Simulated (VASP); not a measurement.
BaTe: single point with PBEsol

Crystal: BaTe.

```
Ba Te
1.0
     4.09197    0.00000    0.00000
     0.00000    4.09197    0.00000
     0.00000    0.00000    4.60346
Ba Te
1 1
Cartesian
  0.0000 0.0000 0.0000
  2.0460 2.0460 2.3017
```

This cell differs from its parent crystal: strain -0.040 along x and y, +0.080 along z.

```yaml
Program: VASP 6.6.1
Task: single point
Functional: PBEsol
Potentials_or_basis: VASP PAW PBE potentials, release 64 (Ba_sv, Te)
Cutoff: 520 eV
k_mesh: 6 × 6 × 6
Occupations: gaussian, width 0.05 eV
Spin: no spin polarisation
```

```
Pressure               : -1.6 GPa
Band gap on the k mesh : 0.05 eV (least direct gap 0.33 eV)
```

Stress tensor (GPa, compression positive):
```
 1.12  0.00  0.00
 0.00  1.12  0.00
 0.00  0.00 -7.10
```

Levels at points of the mesh, in eV from the valence-band top:
```
           k point  band 4  band 5  band 6  band 7  band 8  band 9  band 10  band 11  band 12  band 13
(0.00, 0.00, 0.00)  -13.49  -10.79   -1.34   -0.38   -0.38    0.05     0.32     2.04     3.95     3.95
(0.50, 0.00, 0.00)  -13.43   -9.99   -3.79   -1.93   -0.72    1.13     3.89     4.47     4.68     4.92
(0.50, 0.50, 0.00)  -13.43  -10.03   -2.42   -2.42   -0.85    0.84     1.23     1.87     1.87     6.32
(0.00, 0.00, 0.50)  -13.47  -10.11   -3.86   -0.92   -0.92    0.80     3.50     4.55     4.63     4.85
(0.50, 0.00, 0.50)  -13.42  -10.26   -2.63   -2.28    0.00    0.33     2.39     2.57     3.09     4.95
(0.50, 0.50, 0.50)  -13.61   -9.79   -3.29   -3.29   -3.26    4.00     4.45     4.45     5.33     5.39
```

Wall time 41 s on 1 thread of Intel Xeon 8259CL, with other jobs on the host, peak memory 0.2 GiB.

Caveat: the cell differs from its parent crystal (strain -0.040 along x and y, +0.080 along z); the PAW data sets were made with another functional, which shifts forces and pressure a little; spin-orbit coupling is left out, which moves the levels of the heavy elements. A k mesh can miss the band edges.
